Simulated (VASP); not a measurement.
Runs of VASP 6.6.1 on HBr. The structure is that of space group I4/mmm (No. 139), or close to it. The cells are those of the table. 

```tsv
task	cell	k mesh	cutoff (eV)	smearing	gap on the mesh (eV)	pressure (GPa)
single point	a = 4.597, b = 3.650, c = 3.650 Å, angles 78.1, 51.0, 51.0°, 2 atoms	10 × 10 × 10	520	gaussian 0.02 eV	0.30	3.0
single point	a = 5.446, b = 4.198, c = 4.198 Å, angles 80.9, 49.6, 49.6°, 2 atoms	10 × 10 × 10	500	gaussian 0.01 eV	1.44	0.0
relaxation of cell and atoms	relaxed to 3 GPa from a = 5.395, b = 4.159, c = 4.158 Å, angles 80.9, 49.6, 49.6°, 2 atoms	10 × 10 × 10	600	gaussian 0.02 eV	(a)	3.0
single point	a = 4.192, b = 3.397, c = 3.397 Å, angles 76.2, 51.9, 51.9°, 2 atoms	14 × 14 × 14	520	gaussian 0.02 eV	none	8.0
relaxation of cell and atoms	relaxed from a = 5.348, b = 4.141, c = 4.131 Å, angles 80.6, 49.8, 49.6°, 2 atoms	10 × 10 × 10	600	gaussian 0.02 eV	1.44	0.0
```

Alike in all rows: level PBEsol; potentials or basis VASP PAW PBE potentials, release 64 (H, Br); no spin polarisation.

Estimate the missing entries.

(a) 0.28.

Caveats: the PAW data sets were made with another functional, which shifts forces and pressure a little; the cell is relaxed towards a set pressure, so the run minimises the enthalpy, not the energy (at least some runs); the cell stands under pressure (at least some runs).

A k mesh can miss the band edges, and the runs leave out spin-orbit coupling on Br.

A gap of «none» marks levels without a gap at the run's occupations.
